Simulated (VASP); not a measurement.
Write the native input for VASP 6.6.1 that does the following.

```
Task                   : single point
Functional             : PBE
Potentials or basis    : VASP PAW PBE potentials, release 64 (Na_pv, Cl)
Cutoff                 : 520 eV
k mesh                 : 8 × 8 × 8
Occupations            : gaussian, width 0.02 eV
Spin                   : no spin polarisation
Dipole correction      : no
Further INCAR settings : ALGO = Normal; EDIFF = 1e-07; NBANDS = 14
```

The structure of NaCl lies in POSCAR:

```
NaCl
1.0
    0.0000000000      2.8470934358      2.8470934358
    2.8470934358      0.0000000000      2.8470934358
    2.8470934358      2.8470934358      0.0000000000
Na Cl
1 1
Direct
    0.0000000000      0.0000000000      0.0000000000
    0.5000000000      0.5000000000      0.5000000000
```

The input as run:

INCAR

```
SYSTEM = NaCl
PREC = Accurate
ENCUT = 520
EDIFF = 1E-7
ISMEAR = 0
SIGMA = 0.02
LREAL = .False.
LASPH = .True.
NELM = 100
ALGO = Normal
ISIF = 2
LWAVE = .False.
LCHARG = .False.
GGA = PE
NBANDS = 14
```

KPOINTS

```
regular mesh
0
Gamma
  8 8 8
  0 0 0
```

Potentials or basis: VASP PAW PBE potentials, release 64 (Na_pv, Cl).

Run with:

```bash
$ cat potpaw_PBE.64/Na_pv/POTCAR potpaw_PBE.64/Cl/POTCAR > POTCAR
$ mpirun -np 1 vasp_std > vasp.out
```

Results of the run:

- Pressure: 0.0 GPa
- Band gap on the k mesh: 5.00 eV, direct

Run time: 26 s on 1 thread of Intel(R) Xeon(R) Platinum 8259CL CPU @ 2.50GHz (Skylake/Cascade Lake) (shared host), peak memory 0.16 GiB.
